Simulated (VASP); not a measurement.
Crystal: BeS.

```xyz
2
Lattice="0.0000 2.4087 2.4087 2.4087 0.0000 2.4087 2.4087 2.4087 0.0000" Properties=species:S:1:pos:R:3 pbc="T T T"
S     3.6131    3.6131    3.6131
Be    0.0000    0.0000    0.0000
```

Base run:

```yaml
Program: VASP 6.6.1
Functional: PBE
Potentials_or_basis: VASP PAW PBE potentials, release 64 (S, Be)
Cutoff: 520 eV
k_mesh: 9 × 9 × 9
Occupations: fermi-dirac, width 0.05 eV
Spin: no spin polarisation
```

Its results: band gap on the k mesh 3.16 eV, indirect (least direct gap 5.66 eV); pressure 3.6 GPa.

**Question.** The run is repeated on the same cell with these changes: functional from PBE to LDA; potentials or basis from VASP PAW PBE potentials, release 64 (S, Be) to VASP PAW LDA potentials, release 64 (S, Be). What comes out?

**Answer.** Band gap on the k mesh 2.96 eV, indirect (least direct gap 5.53 eV); pressure -1.3 GPa.

A k mesh can miss the band edges.
